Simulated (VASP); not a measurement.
**CdSiN2: single point with r2SCAN**

The system is CdSiN2.

```
Cd N Si
1.0
     3.02628    0.00000    0.00000
     0.00000    3.02628    0.00000
     0.00000    0.00000   10.10529
Cd N Si
2 4 2
Direct
  0.50000 0.00000 0.86162
  0.00000 0.50000 0.13838
  0.50000 0.50000 0.00000
  0.00000 0.00000 0.32471
  0.50000 0.50000 0.50000
  0.00000 0.00000 0.67529
  0.50000 0.00000 0.39568
  0.00000 0.50000 0.60432
```

| Property | Result |
| --- | --- |
| Program | VASP 6.6.1 |
| Task | single point |
| Functional | r2SCAN |
| Potentials or basis | VASP PAW PBE potentials, release 64 (Cd_sv_GW, N, Si) |
| Cutoff | 770 eV |
| k mesh | 8 × 8 × 2 |
| Occupations | fermi-dirac, width 0.02 eV |
| Spin | no spin polarisation |
| Dipole correction | no |
| Further INCAR settings | ALGO = Normal; EDIFF = 1e-06; NBANDS = 44 |

```json
{
  "Pressure": "12.5 GPa",
  "Largest force": "0.512 eV/Å",
  "Band gap on the k mesh": "zero (bands 34 and 35 overlap by 0.45 eV)"
}
```

Forces on the atoms (eV/Å):
```
Cd   0.000  0.000 -0.494
Cd   0.000  0.000  0.494
N    0.000  0.000  0.000
N    0.000  0.000 -0.512
N    0.000  0.000  0.000
N    0.000  0.000  0.512
Si   0.000  0.000  0.060
Si   0.000  0.000 -0.060
```

Stress tensor (GPa, compression positive):
```
12.74  0.00  0.00
 0.00 12.74  0.00
 0.00  0.00 12.02
```

Levels at points of the mesh, in eV from the Fermi level:
```
           k point  band 30  band 31  band 32  band 33  band 34  band 35  band 36  band 37  band 38  band 39
(0.00, 0.00, 0.00)    -3.93    -3.93    -3.72    -1.03    -0.39    -0.39     0.09     1.46     2.08     2.66
(0.50, 0.00, 0.00)    -6.07    -4.15    -3.69    -3.42     0.06     0.96     1.71     2.90     2.93     3.98
(0.50, 0.50, 0.00)    -5.87    -5.09    -3.33    -3.33    -3.12    -0.10     1.28     2.82     4.11     4.83
(0.00, 0.00, 0.50)    -4.27    -3.91    -3.91    -0.40    -0.40    -0.01     0.01     0.80     1.84     2.66
(0.50, 0.00, 0.50)    -5.55    -4.33    -3.69    -3.57     0.06     1.52     1.87     1.91     2.44     4.56
(0.50, 0.50, 0.50)    -5.86    -5.29    -3.33    -3.33    -3.27     0.43     1.95     2.08     2.81     5.10
```

Wall time 8.1 min on 1 thread of Intel(R) Xeon(R) 6975P-C (Granite Rapids) (shared host), peak memory 0.43 GiB.

Caveat: the cell stands under pressure; semilocal functionals underestimate gaps, and a narrow one can read as zero; the PAW data sets were made with another functional, which shifts forces and pressure a little.
